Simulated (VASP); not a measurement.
Mn: single point with revPBE

The system is Mn.

```
Mn
1.0
     3.92607    0.00000    0.00000
    -1.96303    3.40007    0.00000
     0.00000    0.00000    2.46137
Mn
3
Direct
  0.00000 0.00000 0.00000
  0.33333 0.66667 0.50000
  0.66667 0.33333 0.50000
```

```yaml
Program: VASP 6.6.1
Task: single point
Functional: revPBE
Potentials_or_basis: VASP PAW PBE potentials, release 64 (Mn_pv)
Cutoff: 520 eV
k_mesh: 12 × 12 × 17
Occupations: fermi-dirac, width 0.1 eV
Spin: no spin polarisation
```

```yaml
Pressure: 0.1 GPa
```

Levels at points of the mesh, in eV from the Fermi level:
```
           k point  band 16  band 17  band 18  band 19  band 20  band 21  band 22  band 23  band 24  band 25
(0.00, 0.00, 0.00)    -1.68    -1.10    -0.53    -0.53    -0.08    -0.08     0.01     0.01     1.89     1.89
(0.50, 0.00, 0.00)    -1.48    -1.12    -0.92     0.07     0.14     1.15     1.19     1.36     1.39     1.40
```

Wall time 65 s on 1 thread of Intel(R) Xeon(R) 6975P-C (Granite Rapids), with other jobs on the host, peak memory 0.22 GiB.

Caveat: the PAW data sets were made with another functional, which shifts forces and pressure a little; the run has no spin polarisation, though such a crystal can be magnetic. Spin polarisation is off, so any magnetic state and its effect on volume and gap are missing.
